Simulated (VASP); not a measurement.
A run of VASP 6.6.1:

The input INCAR:

```
  ALGO = Normal
  EDIFF = 1E-6
  ENCUT = 600
  GGA = PS
  GGA_COMPAT = F
  ISIF = 2
  ISMEAR = 1
  LASPH = T
  LCHARG = F
  LREAL = F
  LWAVE = F
  NBANDS = 16
  NELM = 120
  PREC = Accurate
  SIGMA = 0.27211386245988
```

KPOINTS

```
k-points
0
Gamma
  3 3 2
```

The input POSCAR:

```
MgS
1.0
    4.0346224068      0.0000000000      0.0000000000
   -2.0173112034      3.4940854990      0.0000000000
    0.0000000000      0.0000000000      6.4322941800
Mg S
2 2
Direct
    0.6666666667      0.3333333333      0.4957548500
    0.3333333333      0.6666666667      0.9957548500
    0.3333333333      0.6666666667      0.3792441500
    0.6666666667      0.3333333333      0.8792441500
```

Potentials or basis: VASP PAW PBE potentials, release 64 (Mg, S).

Launch:

```console
$ cat potpaw_PBE.64/Mg/POTCAR potpaw_PBE.64/S/POTCAR > POTCAR
$ mpirun -np 1 vasp_std > vasp.out
```

Hardware: 1 thread of Intel Xeon 8259CL, with other jobs on the host.

Problem. Estimate the wall time of this run.

Solution. Wall time 24 s on 1 thread of Intel Xeon 8259CL, with other jobs on the host, peak memory 0.22 GiB. Counts: scf iterations 13, k points 6.
